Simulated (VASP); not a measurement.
# Li (Cmcm) in VASP: single point with PBE

Aim: the single point of Li with PBE.

Program: VASP 6.6.1. These are calculated values, not measurements. Logs are shortened: lines on timing, memory, paths and dates and some standing lists are left out, and cuts for length are marked.

## (1) The cell of the first run

The structure is orthorhombic, space group Cmcm (No. 63). The conventional cell has a = 3.056 Å, b = 5.336 Å, c = 5.072 Å, α = 90.00°, β = 90.00°, γ = 90.00°. Li (site symmetry m2m) has 12 Li at 3.01 to 3.14 Å within 4.0 Å.

## (2) Single point, PBE

File INCAR:

```
SYSTEM = Li
PREC = Accurate ; ENCUT = 520
EDIFF = 1E-6 ; ISMEAR = 0
SIGMA = 0.1 ; LREAL = .False.
LASPH = .True. ; NELM = 80
ALGO = Normal ; ISIF = 2
LWAVE = .False. ; LCHARG = .False.
GGA = PE ; NBANDS = 10
ISYM = 0
```

File KPOINTS:

```
Automatic mesh
0
Gamma
  3 3 2
  0.5 0.5 0.5
```

File POSCAR:

```
Li
1.0
    3.0747127465     -0.0106277917      0.0000000000
   -1.5465603108      2.6574654519      0.0000000000
    0.0000000000      0.0000000000      5.0718722343
Li
2
Direct
    0.3484208162      0.6515791838      0.2500000000
    0.6515791838      0.3484208162      0.7500000000
```

Potentials or basis: VASP PAW PBE potentials, release 64 (Li_sv).

Started as:

```bash
$ cat potpaw_PBE.64/Li_sv/POTCAR > POTCAR
$ mpirun -np 1 vasp_std > vasp.out
```

OUTCAR:

```text
SYSTEM = Li
   PREC = Accurate
   ENCUT = 520
   EDIFF = 1E-6
   ISMEAR = 0
   LREAL = .False.
   LASPH = .True.
   NELM = 80
   ISIF = 2
   GGA = PE
   ISYM = 0

 ion  position               nearest neighbor table
   1  0.348  0.652  0.250-
   2  0.652  0.348  0.750-

IMPORTANT INFORMATION: All symmetrisations will be switched off!
NOSYMM: (Re-)initialisation of all symmetry stuff for point group C_1.

----------------------------------------------------------------------------------------

                                     Primitive cell

  volume of cell :      41.3586

  direct lattice vectors                    reciprocal lattice vectors
     3.074712746 -0.010627792  0.000000000     0.325889187  0.189657134  0.000000000
    -1.546560311  2.657465452  0.000000000     0.001303303  0.377056882  0.000000000
     0.000000000  0.000000000  5.071872234     0.000000000  0.000000000  0.197165850

  length of vectors
     3.074731114  3.074731114  5.071872234     0.377059134  0.377059134  0.197165850

  position of ions in fractional coordinates (direct lattice)
     0.348420816  0.651579184  0.250000000
     0.651579184  0.348420816  0.750000000

  ion indices of the primitive-cell ions
   primitive index   ion index
                 1           1
                 2           2

----------------------------------------------------------------------------------------

 KPOINTS: Automatic mesh

Automatic generation of k-mesh.
 Grid dimensions read from file:
 generate k-points for:    3    3    2

 Generating k-lattice:

  Cartesian coordinates                     Fractional coordinates (reciprocal lattice)
     0.108629729  0.063219045  0.000000000     0.333333333 -0.000000000  0.000000000
     0.000434434  0.125685627  0.000000000    -0.000000000  0.333333333  0.000000000
     0.000000000  0.000000000  0.098582925     0.000000000  0.000000000  0.500000000

  Length of vectors
     0.125686378  0.125686378  0.098582925

  Shift w.r.t. Gamma in fractional coordinates (k-lattice)
     0.500000000  0.500000000  0.500000000

 Subroutine IBZKPT returns following result:
 ===========================================

 Found      9 irreducible k-points:

 Following reciprocal coordinates:
            Coordinates               Weight
  0.166667  0.166667  0.250000      2.000000
[... 29 lines left out ...]
   NSW    =      0    number of steps for IOM
   IBRION =     -1    ionic relax: 0-MD 1-quasi-New 2-CG
   NFREE  =      0    steps in history (QN), initial steepest desc. (CG)
   ISIF   =      2    stress and relaxation
   ISYM   =      0    0-nonsym 1-usesym 2-fastsym
   POTIM  = 0.5000    time-step for ionic-motion
   TEBEG  =    0.0;   TEEND  =   0.0 temperature during run
   PSTRESS=    0.0 pullay stress
   NELECT =       6.0000    total number of electrons
   NUPDOWN=      -1.0000    fix difference up-down
   EMIN   =  10.00;   EMAX   =-10.00  energy-range for DOS
   EFERMI =   0.00;   METHOD = LEGACY
   ISMEAR =     0;   SIGMA  =   0.10  broadening in eV -4-tet -1-fermi 0-gaus
   EFERMI_NEDOS =   21; number of points for ismear=-14 and -15
   IALGO  =     38    algorithm
   IMIX   =      4    mixing-type and parameters
     AMIX     =   0.40;   BMIX     =  1.00
     AMIX_MAG =   1.60;   BMIX_MAG =  1.00
  volume/ion in A,a.u.               =      20.68       139.55
  Fermi-wavevector in a.u.,A,eV,Ry     =   0.860208  1.625557 10.067727  0.739957
  Thomas-Fermi vector in A             =   1.977678
   LORBIT       =      0    0 simple, 1 ext, 2 COOP (PROOUT), +10 PAW based schemes
   GGA     = PE    functional components
   LHFCALC =     F    Hartree Fock is set to
   AEXX    =    0.0000 exact exchange contribution
   IVDW    =     0    specifies the selected vdW correction
   LEPSILON=     F    determine dielectric tensor
   LRPA    =     F    only Hartree local field effects (RPA)
 non-spin polarized calculation
 Gauss-broadening in eV      SIGMA  =   0.10
  energy-cutoff  :      520.00
  volume of cell :       41.36
 maximum number of plane-waves:      1124
 NGX is ok and might be reduce to    24
   NGX = 11   NGY = 11   NGZ = 19

 number of electron       6.0000014 magnetization

 Free energy of the ion-electron system (eV)
  ---------------------------------------------------
  ext. energy  EPLUGINS =         0.00000000
  ---------------------------------------------------
  free energy    TOTEN  =        -3.61663067 eV

  energy without entropy =       -3.59665716  energy(sigma->0) =       -3.60664391

 E-fermi :   0.4136     XC(G=0):  -6.9951

 val. band max:        0.3658748244   @ k =   0.5000  -0.1667   0.2500
 cond. band min:       0.8131542002   @ k =   0.5000   0.5000   0.2500
 fundamental gap:      0.4472793758
 Fermi energy:         0.4135683929

 k-point     1 :       0.1667    0.1667    0.2500
  band No.  band energies     occupation
      1     -45.9939      2.00000
      2     -45.9857      2.00000
      3      -1.3453      2.00000
      4       0.8658      0.00000
      5       5.7013      0.00000
      6       7.5087      0.00000
      7       8.3691      0.00000
      8      10.6621      0.00000
      9      11.2722      0.00000
     10      12.7234      0.00000
[... 92 lines left out ...]
 k-point     9 :       0.5000    0.5000    0.2500
  band No.  band energies     occupation
      1     -45.9864      2.00000
      2     -45.9854      2.00000
      3       0.8132      0.00000
      4       1.3394      0.00000
      5       4.6150      0.00000
      6       4.7328      0.00000
      7       8.9764      0.00000
      8       9.4591      0.00000
      9       9.4779      0.00000
     10      11.9785      0.00000

------------------------ aborting loop because EDIFF is reached ----------------------------------------

  FORCE on cell =-STRESS in cart. coord.  units (eV):
  Direction    XX          YY          ZZ          XY          YZ          ZX
  --------------------------------------------------------------------------------------
  -------------------------------------------------------------------------------------
  Total       -0.0124299     -0.0145219     -0.0179294     -0.0018160      0.0000042     -0.0000025
  in kB       -0.4815185     -0.5625576     -0.6945602     -0.0703513      0.0001611     -0.0000972
  external PRESSURE =      -0.5795454 kB  Pullay stress =       0.0000000 kB

 VOLUME and BASIS-vectors are now :
 -----------------------------------------------------------------------------
  energy-cutoff  :      520.00
  volume of cell :       41.36
      direct lattice vectors                 reciprocal lattice vectors
     3.074712746 -0.010627792  0.000000000     0.325889187  0.189657134  0.000000000
    -1.546560311  2.657465452  0.000000000     0.001303303  0.377056882  0.000000000
     0.000000000  0.000000000  5.071872234     0.000000000  0.000000000  0.197165850

 POSITION                                       TOTAL-FORCE (eV/Angst)
 -----------------------------------------------------------------------------------
      0.06359      1.72785      1.26797         0.000299     -0.000176     -0.000002
      1.46457      0.91899      3.80390        -0.000299      0.000176      0.000002
 -----------------------------------------------------------------------------------
    total drift:                                0.000002      0.000003      0.000006

  FREE ENERGIE OF THE ION-ELECTRON SYSTEM (eV)
  ---------------------------------------------------
  free  energy   TOTEN  =        -3.6166306670 eV

  energy  without entropy=       -3.5966571578  energy(sigma->0) =       -3.60664391
```

OSZICAR:

```text
N       E                     dE             d eps       ncg     rms          rms(c)
DAV:   1     0.155221260753E+02    0.15522E+02   -0.32061E+03   180   0.552E+02
DAV:   2    -0.985992704726E+00   -0.16508E+02   -0.16200E+02   226   0.105E+02
DAV:   3    -0.358006344034E+01   -0.25941E+01   -0.25839E+01   322   0.323E+01
DAV:   4    -0.362039334686E+01   -0.40330E-01   -0.40296E-01   218   0.431E+00
DAV:   5    -0.362060792559E+01   -0.21458E-03   -0.21457E-03   240   0.406E-01    0.393E-01
DAV:   6    -0.361793384951E+01    0.26741E-02   -0.62640E-04   320   0.127E-01    0.224E-01
DAV:   7    -0.361663224164E+01    0.13016E-02   -0.13979E-03   360   0.177E-01    0.391E-02
DAV:   8    -0.361662971214E+01    0.25295E-05   -0.22413E-05   200   0.439E-02    0.389E-03
DAV:   9    -0.361663082729E+01   -0.11151E-05   -0.16875E-06   246   0.124E-02    0.109E-03
DAV:  10    -0.361663066699E+01    0.16029E-06   -0.75764E-08   116   0.263E-03
   1 F= -.36166307E+01 E0= -.36066439E+01  d E =-.199735E-01
```

Wall time 5.6 s (1 thread of Intel Xeon 8259CL, shared host); peak memory 0.14 GiB.

What came out:

| Item | Value |
| --- | --- |
| Free energy | -3.6166 eV |
| Band gap on the k mesh | zero (bands 3 and 4 overlap by 0.91 eV) |

Caveat: the k points lie up to 0.79 Å⁻¹ apart, too coarse for converged energies and pressures of a metal; the cutoff is under 1.25 times the usual one of these potentials, so pressure, stress and relaxed cells hold a basis-set (Pulay) error.
